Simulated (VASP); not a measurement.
CsSnI3, 5 atoms in the cell. It takes space group Pm-3m (No. 221, cubic). The conventional cell has a = 6.300 Å, b = 6.300 Å, c = 6.300 Å, α = 90.00°, β = 90.00°, γ = 90.00°. Within 5.8 Å of Cs (site symmetry m-3m) lie 12 I at 4.45 Å and 8 Sn at 5.46 Å. Sn (site symmetry m-3m) has 6 I at 3.15 Å within 4.1 Å. I (site symmetry 4/mmm) has 2 Sn at 3.15 Å within 4.1 Å. 

| Quantity | Value |
| --- | --- |
| Program | VASP 6.6.1 |
| Task | relaxation of cell and atoms |
| Functional | PBEsol |
| Potentials or basis | VASP PAW PBE potentials, release 64 (Cs_sv, Sn_d, I) |
| Cutoff | 600 eV |
| k mesh | 4 × 4 × 4 |
| Occupations | fermi-dirac, width 0.02 eV |
| Spin | no spin polarisation |
| Dipole correction | no |
| Further INCAR settings | ALGO = Normal; EDIFF = 1e-07; IBRION = 2; EDIFFG = -0.005; NSW = 80; ISIF = 3 |

Potentials or basis: VASP PAW PBE potentials, release 64 (Cs_sv, Sn_d, I).

Command:

```sh
$ cat potpaw_PBE.64/Cs_sv/POTCAR potpaw_PBE.64/Sn_d/POTCAR potpaw_PBE.64/I/POTCAR > POTCAR
$ mpirun -np 1 vasp_std > vasp.out
```

Hardware: 1 thread of Intel(R) Xeon(R) Platinum 8375C CPU @ 2.90GHz (Ice Lake), with other jobs on the host.

Q: Estimate the wall time of this run.

A: Run time: 4 min on 1 thread of Intel(R) Xeon(R) Platinum 8375C CPU @ 2.90GHz (Ice Lake), with other jobs on the host, peak memory 0.42 GiB. Counts: scf iterations 40, k points 10, ion steps 4.
